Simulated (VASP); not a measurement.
# Te (Im-3m) in VASP: further runs

Runs on Te. Level: PBE. Tasks: single point, relaxation of cell and atoms.

All numbers are computed with VASP 6.6.1; they aren't measurements. Logs are shortened: lines on timing, memory, paths and dates and some standing lists are left out, and cuts for length are marked.

## (1) The cell of the first run

The structure is cubic, space group Im-3m (No. 229). The conventional cell has a = 3.853 Å, b = 3.853 Å, c = 3.853 Å, α = 90.00°, β = 90.00°, γ = 90.00°. Within 4.4 Å of Te (site symmetry m-3m) lie 14 Te at 3.34 to 3.85 Å.

This isn't the form of Te at room conditions, which is trigonal, of chains.

## (2) Single point, PBE (28.60 Å³/atom)

Contents of INCAR:

```
  ALGO = Normal
  EDIFF = 1E-6
  ENCUT = 520
  GGA = PE
  ISIF = 2
  ISMEAR = -1
  LASPH = True
  LCHARG = True
  LELF = True
  LREAL = False
  LVHAR = True
  LWAVE = False
  NBANDS = 9
  NELM = 60
  PREC = Accurate
  SIGMA = 0.05
```

Contents of KPOINTS:

```
k-points
0
Gamma
  14 14 14
```

Contents of POSCAR:

```
Te
1.0
   -1.9265655083      1.9265655083      1.9265655083
    1.9265655083     -1.9265655083      1.9265655083
    1.9265655083      1.9265655083     -1.9265655083
Te
1
Direct
    0.0000000000      0.0000000000      0.0000000000
```

Potentials or basis: VASP PAW PBE potentials, release 64 (Te).

Command:

```console
cat potpaw_PBE.64/Te/POTCAR > POTCAR
mpirun -np 1 vasp_std > vasp.out
```

OUTCAR:

```text
EDIFF = 1E-6
   ENCUT = 520
   GGA = PE
   ISIF = 2
   ISMEAR = -1
   LASPH = True
   LREAL = False
   NELM = 60
   PREC = Accurate

 ion  position               nearest neighbor table
   1  0.000  0.000  0.000-

  LATTYP: Found a body centered cubic cell.
 ALAT       =     3.8531310166

  Lattice vectors:

 A1 = (  -1.9265655083,   1.9265655083,   1.9265655083)
 A2 = (   1.9265655083,  -1.9265655083,   1.9265655083)
 A3 = (   1.9265655083,   1.9265655083,  -1.9265655083)

Analysis of symmetry for initial positions (statically):
=====================================================================
 Subroutine PRICEL returns:
 Original cell was already a primitive cell.

 Routine SETGRP: Setting up the symmetry group for a
 body centered cubic supercell.

 Subroutine GETGRP returns: Found 48 space group operations
 (whereof 48 operations were pure point group operations)
 out of a pool of 48 trial point group operations.

The static configuration has the point symmetry O_h .

Analysis of symmetry for dynamics (positions and initial velocities):
=====================================================================
 Subroutine PRICEL returns:
 Original cell was already a primitive cell.

 Routine SETGRP: Setting up the symmetry group for a
 body centered cubic supercell.

 Subroutine GETGRP returns: Found 48 space group operations
 (whereof 48 operations were pure point group operations)
 out of a pool of 48 trial point group operations.

The dynamic configuration has the point symmetry O_h .

 Subroutine INISYM returns: Found 48 space group operations
 (whereof 48 operations are pure point group operations),
 and found     1 'primitive' translations

----------------------------------------------------------------------------------------

                                     Primitive cell

  volume of cell :      28.6030

  direct lattice vectors                    reciprocal lattice vectors
    -1.926565508  1.926565508  1.926565508     0.000000000  0.259529197  0.259529197
     1.926565508 -1.926565508  1.926565508     0.259529197  0.000000000  0.259529197
     1.926565508  1.926565508 -1.926565508     0.259529197  0.259529197  0.000000000

  length of vectors
     3.336909344  3.336909344  3.336909344     0.367029711  0.367029711  0.367029711

  position of ions in fractional coordinates (direct lattice)
     0.000000000  0.000000000  0.000000000

  ion indices of the primitive-cell ions
   primitive index   ion index
[... 76 lines left out ...]
   NSW    =      0    number of steps for IOM
   IBRION =     -1    ionic relax: 0-MD 1-quasi-New 2-CG
   NFREE  =      0    steps in history (QN), initial steepest desc. (CG)
   ISIF   =      2    stress and relaxation
   ISYM   =      2    0-nonsym 1-usesym 2-fastsym
   POTIM  = 0.5000    time-step for ionic-motion
   TEBEG  =    0.0;   TEEND  =   0.0 temperature during run
   PSTRESS=    0.0 pullay stress
   NELECT =       6.0000    total number of electrons
   NUPDOWN=      -1.0000    fix difference up-down
   EMIN   =  10.00;   EMAX   =-10.00  energy-range for DOS
   EFERMI =   0.00;   METHOD = LEGACY
   ISMEAR =    -1;   SIGMA  =   0.05  broadening in eV -4-tet -1-fermi 0-gaus
   EFERMI_NEDOS =   21; number of points for ismear=-14 and -15
   IALGO  =     38    algorithm
   IMIX   =      4    mixing-type and parameters
     AMIX     =   0.40;   BMIX     =  1.00
     AMIX_MAG =   1.60;   BMIX_MAG =  1.00
  volume/ion in A,a.u.               =      28.60       193.02
  Fermi-wavevector in a.u.,A,eV,Ry     =   0.972721  1.838175 12.873635  0.946185
  Thomas-Fermi vector in A             =   2.103042
   LORBIT       =      0    0 simple, 1 ext, 2 COOP (PROOUT), +10 PAW based schemes
   GGA     = PE    functional components
   LHFCALC =     F    Hartree Fock is set to
   AEXX    =    0.0000 exact exchange contribution
   IVDW    =     0    specifies the selected vdW correction
   LEPSILON=     F    determine dielectric tensor
   LRPA    =     F    only Hartree local field effects (RPA)
 non-spin polarized calculation
  energy-cutoff  :      520.00
  volume of cell :       28.60
 maximum number of plane-waves:       784
 NGX is ok and might be reduce to    28
   NGX = 13   NGY = 13   NGZ = 13

 number of electron       6.0000000 magnetization

 Free energy of the ion-electron system (eV)
  ---------------------------------------------------
  ext. energy  EPLUGINS =         0.00000000
  ---------------------------------------------------
  free energy    TOTEN  =        -2.83772680 eV

  energy without entropy =       -2.83098513  energy(sigma->0) =       -2.83435597

 E-fermi :   7.7266     XC(G=0): -10.0554

 val. band max:        7.6967327840   @ k =   0.3571   0.0714   0.0000
 cond. band min:       7.7613976682   @ k =  -0.4286  -0.4286   0.2143
 fundamental gap:      0.0646648841
 Fermi energy:         7.7266429789

 k-point     1 :       0.0000    0.0000    0.0000
  band No.  band energies     occupation
      1      -6.0445      2.00000
      2      10.7328      0.00000
      3      10.7328      0.00000
      4      10.7328      0.00000
      5      17.5298      0.00000
      6      17.6452      0.00000
      7      17.6452      0.00000
      8      17.6452      0.00000
      9      19.6951      0.00000
[... 265 lines left out ...]
 k-point    24 :       0.3571    0.2857    0.0000
  band No.  band energies     occupation
      1      -2.5467      2.00000
      2       3.1120      2.00000
      3       4.0921      2.00000
      4       8.6902      0.00000
      5      15.2393      0.00000
      6      17.6651      0.00000
      7      18.5397      0.00000
      8      21.5595      0.00000
      9      23.5024      0.00000

 [... further k-points ...]

------------------------ aborting loop because EDIFF is reached ----------------------------------------

  FORCE on cell =-STRESS in cart. coord.  units (eV):
  Direction    XX          YY          ZZ          XY          YZ          ZX
  --------------------------------------------------------------------------------------
  -------------------------------------------------------------------------------------
  Total       -0.0156325     -0.0156325     -0.0156325      0.0000000      0.0000000      0.0000000
  in kB       -0.8756450     -0.8756450     -0.8756450      0.0000000      0.0000000      0.0000000
  external PRESSURE =      -0.8756450 kB  Pullay stress =       0.0000000 kB

 VOLUME and BASIS-vectors are now :
 -----------------------------------------------------------------------------
  energy-cutoff  :      520.00
  volume of cell :       28.60
      direct lattice vectors                 reciprocal lattice vectors
    -1.926565508  1.926565508  1.926565508     0.000000000  0.259529197  0.259529197
     1.926565508 -1.926565508  1.926565508     0.259529197  0.000000000  0.259529197
     1.926565508  1.926565508 -1.926565508     0.259529197  0.259529197  0.000000000

 POSITION                                       TOTAL-FORCE (eV/Angst)
 -----------------------------------------------------------------------------------
      0.00000      0.00000      0.00000        -0.000000      0.000000     -0.000000
 -----------------------------------------------------------------------------------
    total drift:                                0.000000      0.000000      0.000000

  FREE ENERGIE OF THE ION-ELECTRON SYSTEM (eV)
  ---------------------------------------------------
  free  energy   TOTEN  =        -2.8377267994 eV

  energy  without entropy=       -2.8309851343  energy(sigma->0) =       -2.83435597
```

OSZICAR:

```text
N       E                     dE             d eps       ncg     rms          rms(c)
DAV:   1     0.973627748405E+01    0.97363E+01   -0.23388E+03  1872   0.511E+02
DAV:   2    -0.251753433680E+01   -0.12254E+02   -0.11961E+02  2487   0.680E+01
DAV:   3    -0.283579827983E+01   -0.31826E+00   -0.31563E+00  2347   0.104E+01
DAV:   4    -0.283752902234E+01   -0.17307E-02   -0.17306E-02  2495   0.890E-01
DAV:   5    -0.283753923725E+01   -0.10215E-04   -0.10215E-04  2388   0.584E-02    0.650E+00
DAV:   6    -0.283722669727E+01    0.31254E-03   -0.24748E-03  2203   0.260E-01    0.399E+00
DAV:   7    -0.283773783810E+01   -0.51114E-03   -0.55361E-03  2085   0.387E-01    0.186E-01
DAV:   8    -0.283772927276E+01    0.85653E-05   -0.17278E-04  2056   0.781E-02    0.279E-02
DAV:   9    -0.283772811163E+01    0.11611E-05   -0.32070E-06  2631   0.130E-02    0.875E-03
DAV:  10    -0.283772706289E+01    0.10487E-05   -0.46862E-07  1732   0.329E-03    0.929E-03
DAV:  11    -0.283772679937E+01    0.26352E-06   -0.38995E-08  1081   0.153E-03
   1 F= -.28377268E+01 E0= -.28343560E+01  d E =-.674167E-02
```

stdout:

```text
POSCAR found type information on POSCAR Te
 POSCAR found :  1 types and       1 ions
 scaLAPACK will be used
 LDA part: xc-table for (Slater+PW92), standard interpolation
 POSCAR, INCAR and KPOINTS ok, starting setup
 FFT: planning ... GRIDC
 FFT: planning ... GRID_SOFT
 FFT: planning ... GRID
 WAVECAR not read
 entering main loop
```

Wall time 42 s (1 thread of Intel Xeon 8259CL, shared host); peak memory 0.17 GiB.

Results:

| Property | Result |
| --- | --- |
| Free energy | -2.8377 eV |
| Pressure | -0.1 GPa |
| Band gap on the k mesh | zero (bands 3 and 4 overlap by 5.88 eV) |

Caveat: spin-orbit coupling is left out, which moves the levels of the heavy elements.

(Continued in part 2 of 2.)
